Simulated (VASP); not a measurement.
Input of a VASP 6.6.1 run:

File INCAR:

```
  PREC = Accurate
  ENCUT = 520
  EDIFF = 1E-6
  ISMEAR = 0
  SIGMA = 0.1
  LREAL = False
  LASPH = True
  NELM = 60
  ALGO = Normal
  ISIF = 2
  LWAVE = False
  LCHARG = True
  GGA = PE
  LELF = True
  LVHAR = True
  NBANDS = 38
```

Contents of KPOINTS:

```
Automatic mesh
0
Gamma
  8 8 8
```

File POSCAR:

```
KZnWO4
1.0
    0.0000000000      4.3619281444      4.3619281444
    4.3619281444      0.0000000000      4.3619281444
    4.3619281444      4.3619281444      0.0000000000
K Zn W O
1 1 1 4
Direct
    0.7500000000      0.7500000000      0.7500000000
    0.0000000000      0.0000000000      0.0000000000
    0.2500000000      0.2500000000      0.2500000000
    0.1304849412      0.1304849412      0.1304849412
    0.1304849412      0.1304849412      0.6085451765
    0.1304849412      0.6085451765      0.1304849412
    0.6085451765      0.1304849412      0.1304849412
```

Potentials or basis: VASP PAW PBE potentials, release 64 (K_sv, Zn, W_sv, O).

Run with:

```console
$ cat potpaw_PBE.64/K_sv/POTCAR potpaw_PBE.64/Zn/POTCAR potpaw_PBE.64/W_sv/POTCAR potpaw_PBE.64/O/POTCAR > POTCAR
$ mpirun -np 1 vasp_std > vasp.out
```

Task: Estimate the largest force.

Result: 0.318 eV/Å.

Task: Estimate the band gap on the k mesh.

Result: Zero (an odd number of electrons rules out a gap without spin polarisation).

Task: Estimate the pressure.

Result: 0.9 GPa.

Forces on the atoms (eV/Å):
```
K    0.000  0.000  0.000
Zn   0.000  0.000  0.000
W    0.000  0.000  0.000
O   -0.184 -0.184 -0.184
O    0.184  0.184 -0.184
O    0.184 -0.184  0.184
O   -0.184  0.184  0.184
```

Caveat: spin-orbit coupling is left out, which moves the levels of the heavy elements; an odd number of electrons without spin polarisation forces a metal; a magnetic or distorted state may lie lower.
